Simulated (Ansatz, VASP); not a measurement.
# ZnO: VASP beside Ansatz

File INCAR:

```
SYSTEM = ZnO
PREC = Accurate
ENCUT = 910
EDIFF = 1E-6
ISMEAR = 0
SIGMA = 0.02
LREAL = .FALSE.
LASPH = .TRUE.
NELM = 120
ALGO = Normal
ISIF = 2
LWAVE = .FALSE.
LCHARG = .FALSE.
NBANDS = 26
GGA_COMPAT = .FALSE.
```

The input KPOINTS:

```
Automatic mesh
0
G
  12 12 6
  0 0 0
```

POSCAR

```
ZnO
1.0
    3.1871439943      0.0000000000      0.0000000000
   -1.5935719971      2.7601476646      0.0000000000
    0.0000000000      0.0000000000      5.1522600898
Zn O
2 2
Direct
    0.6666666667      0.3333333333      0.5009539760
    0.3333333333      0.6666666667      0.0009539760
    0.6666666667      0.3333333333      0.8793560240
    0.3333333333      0.6666666667      0.3793560240
```

Input for Ansatz:

```yaml
crystal:
  lattice:
    - [3.1871439698, 0.0, 0.0]
    - [-1.5935719849, 2.7601476433, 0.0]
    - [0.0, 0.0, 5.1522601983]
  atoms:
    - { symbol: Zn, position: [0.6666666667, 0.3333333333, 0.5009539726] }
    - { symbol: Zn, position: [0.3333333333, 0.6666666667, 0.0009539726] }
    - { symbol: O, position: [0.6666666667, 0.3333333333, 0.8793560274] }
    - { symbol: O, position: [0.3333333333, 0.6666666667, 0.3793560274] }
basis:
  ecutwfc: 420
kpoints:
  mp_grid: { grid: [12, 12, 6] }
  band_path: { path: [VBM, CBM], npoints: 2 }
hamiltonian:
  xc: lda
scf:
  occupations: { method: gaussian, width: 0.02 }
output:
  forces: true
  stress: true
  eigenvalues: true
```

Alike in both runs: task single point; functional LDA; k mesh 12 × 12 × 6; occupations gaussian, width 0.02 eV; no spin polarisation.

|  | VASP | Ansatz |
| --- | --- | --- |
| version | VASP 6.6.1 | Ansatz 0.2.0 |
| potentials or method | VASP PAW LDA potentials, release 64 (Zn, O_h), cutoff 910 eV | scalar-relativistic, plane waves, PAW |
| valence electrons in the cell | 36 | 36 |

```tsv
	VASP	Ansatz	Ansatz less VASP
gap on the k mesh at the Fermi level (eV)	0.81	0.80	-0.010
least direct gap on the mesh (eV)	0.81	0.80	-0.010
```

LDA's correlation is that of Perdew and Zunger in VASP and of Perdew and Wang (1992) in Ansatz.

Noted on VASP's run: the cutoff is short for stress, so the pressure is rough.
